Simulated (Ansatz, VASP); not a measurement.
## One calculation of HfC, two programs

```
Hf C
1.0
     2.69347    0.00000    0.00000
     0.00000    2.69347    0.00000
     0.00000    0.00000    2.69347
Hf C
1 1
Direct
  0.00000 0.00000 0.00000
  0.50000 0.50000 0.50000
```

Change from the starting cell: volume scaled by 0.8, PAW files.

Alike in both runs: task single point; functional PBE; k mesh 14 × 14 × 14; occupations fermi-dirac, width 0.08 eV; no spin polarisation.

```csv
,VASP,Ansatz
version,VASP 6.6.1,Ansatz 0.2.0
potentials or method,"VASP PAW PBE potentials, release 64 (Hf_pv, C)","PAW with Ansatz's default frozen-core files, scalar-relativistic"
plane-wave cutoff (eV),520,420
valence electrons in the cell,14,30
```

```tsv
	VASP	Ansatz	Ansatz less VASP
pressure (GPa)	68.8	70.7	+1.92
```

Both programs put the cell under a high pressure, so it lies far from rest at this level. VASP's potentials hold 14 valence electrons a cell and Ansatz's 30, so a difference there can come from the potentials and not from the codes.

Spin-orbit coupling is off throughout. Noted on VASP's run: the cell as given lies far from equilibrium.
